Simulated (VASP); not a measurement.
Input of a VASP 6.6.1 run:

The input INCAR:

```
SYSTEM = Si6O11
PREC     = Accurate       ! precision mode
ENCUT    = 520            ! plane-wave cutoff, eV
EDIFF    = 1E-6           ! SCF threshold, eV
ISMEAR   = 0              ! smearing method
SIGMA    = 0.05           ! smearing width, eV
LREAL    = Auto         
LASPH    = .True.         ! aspherical terms in the spheres
NELM     = 60             ! most SCF steps
ALGO     = Normal         ! electronic algorithm
ISIF     = 2              ! what is computed and relaxed
LWAVE    = .False.        ! write WAVECAR
LCHARG   = .False.        ! write CHGCAR
GGA      = CA             ! functional
NBANDS   = 59             ! bands
NELECT   = 88.0
```

Contents of KPOINTS:

```
regular mesh
0
Gamma
  4 4 2
  0 0 0
```

POSCAR

```
Si6O11
1.0
   -2.4333868794      4.2147497096      0.0000000000
    0.0000000000      0.0000000000      5.3651521237
    7.3001606382      4.2147497096      0.0000000000
Si O
6 11
Direct
    0.7676536602      0.3333333333      0.2323463398
    0.2676536602      0.3333333333      0.7323463398
    0.4646926795      0.6666666667      0.0000000000
    0.9646926795      0.6666666667      0.5000000000
    0.2676536602      0.0000000000      0.2676536602
    0.7676536602      0.0000000000      0.7676536602
    0.0706884960      0.2213245393      0.2055640003
    0.5706884960      0.2213245393      0.7055640003
    0.7730017524      0.5546578727      0.3618737519
    0.2730017524      0.5546578727      0.8618737519
    0.6563097516      0.8879912060      0.9325622479
    0.1417232515      0.9016556742      0.4693667478
    0.7730017524      0.7786754607      0.6381262481
    0.6563097516      0.4453421273      0.0674377521
    0.1563097516      0.4453421273      0.5674377521
    0.5706884960      0.1120087940      0.2944359997
    0.0706884960      0.1120087940      0.7944359997
```

Potentials or basis: VASP PAW LDA potentials, release 64 (Si, O).

Run with:

```sh
$ cat potpaw_LDA.64/Si/POTCAR potpaw_LDA.64/O/POTCAR > POTCAR
$ mpirun -np 1 vasp_std > vasp.out
```

Question: Predict the largest force.

Answer: 7.169 eV/Å.

Forces on the atoms (eV/Å):
```
Si   0.647  0.178  0.526
Si  -0.471 -0.505 -0.710
Si  -2.953 -0.049 -0.900
Si   2.219 -0.558 -2.722
Si   4.135  1.637  1.208
Si  -0.934 -0.310  0.659
O   -0.787  0.532 -1.079
O    0.054  0.138  0.093
O   -0.674 -0.347 -0.068
O    1.317  0.720  1.260
O    1.990  0.120 -0.572
O   -6.406  0.002  3.219
O    0.898 -0.262 -0.071
O    0.529 -0.571  0.746
O   -0.126 -0.078 -0.190
O    0.226 -0.779 -1.274
O    0.334  0.131 -0.123
```

Caveat: the k points lie up to 0.37 Å⁻¹ apart; the cell carries a net charge on a neutralising background, which shifts energy and pressure; the cell differs from its parent crystal (atoms taken out, atom 12 moved 1.125 of the way to it and +0.000 Å across, host rigid).
